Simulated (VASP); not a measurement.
Wanted: the native input for a VASP 6.6.1 run.

```yaml
Task: relaxation of cell and atoms
Functional: PBE
Potentials_or_basis: VASP PAW PBE potentials, release 64 (Cs_sv, Tl_d, Se)
Cutoff: 600 eV
k_mesh: 6 × 6 × 1
Occupations: gaussian, width 0.1 eV
Spin: no spin polarisation
Dipole_correction: no
Further_INCAR_settings: ALGO = Normal; EDIFF = 1e-06; IBRION = 2; EDIFFG = -0.04; NSW = 90; ISIF = 3
```

The structure of CsTlSe2 lies in POSCAR:

```
CsTlSe2
1.0
    3.9439066546      0.0000000000      0.0000000000
   -1.9719533273      3.4155233530      0.0000000000
    0.0000000000      0.0000000000     17.6510507620
Cs Tl Se
2 2 4
Direct
    0.3333333333      0.6666666667      0.7500000000
    0.6666666667      0.3333333333      0.2500000000
    0.0000000000      0.0000000000      0.5000000000
    0.0000000000      0.0000000000      0.0000000000
    0.3333333333      0.6666666667      0.4140000000
    0.6666666667      0.3333333333      0.9140000000
    0.6666666667      0.3333333333      0.5860000000
    0.3333333333      0.6666666667      0.0860000000
```

These files were run (other wordings do the same):

INCAR

```
SYSTEM = CsTlSe2
PREC = Accurate ; ENCUT = 600
EDIFF = 1E-6 ; ISMEAR = 0
SIGMA = 0.1 ; LREAL = .False.
LASPH = .True. ; NELM = 60
ALGO = Normal ; ISIF = 3
LWAVE = .False. ; LCHARG = .False.
GGA = PE ; IBRION = 2
NSW = 90 ; EDIFFG = -0.04
```

KPOINTS

```
Automatic mesh
0
Gamma
  6 6 1
  0 0 0
```

Potentials or basis: VASP PAW PBE potentials, release 64 (Cs_sv, Tl_d, Se).

Launch:

```console
$ cat potpaw_PBE.64/Cs_sv/POTCAR potpaw_PBE.64/Tl_d/POTCAR potpaw_PBE.64/Se/POTCAR > POTCAR
$ mpirun -np 1 vasp_std > vasp.out
```

It gave:

```json
{
 "Relaxed volume": "33.88 Å³/atom",
 "Relaxed cell": "a = 4.341 Å, b = 4.341 Å, c = 16.606 Å, α = 90.00°, β = 90.00°, γ = 120.00°",
 "Space group after relaxing (to 0.1 Å)": "P6_3/mmc (No. 194)",
 "Energy gained by relaxing": "160.5 meV/atom",
 "Ionic steps": "10",
 "Pressure after relaxing": "-0.1 GPa",
 "Largest force after relaxing": "0.022 eV/Å",
 "Band gap on the k mesh": "0.23 eV (least direct gap 0.33 eV)"
}
```

Caveat: spin-orbit coupling is left out, which moves the levels of the heavy elements.

It took 19 min on 1 thread of Oxide Virtual Turin-like Processor, with other jobs on the host, peak memory 0.42 GiB.
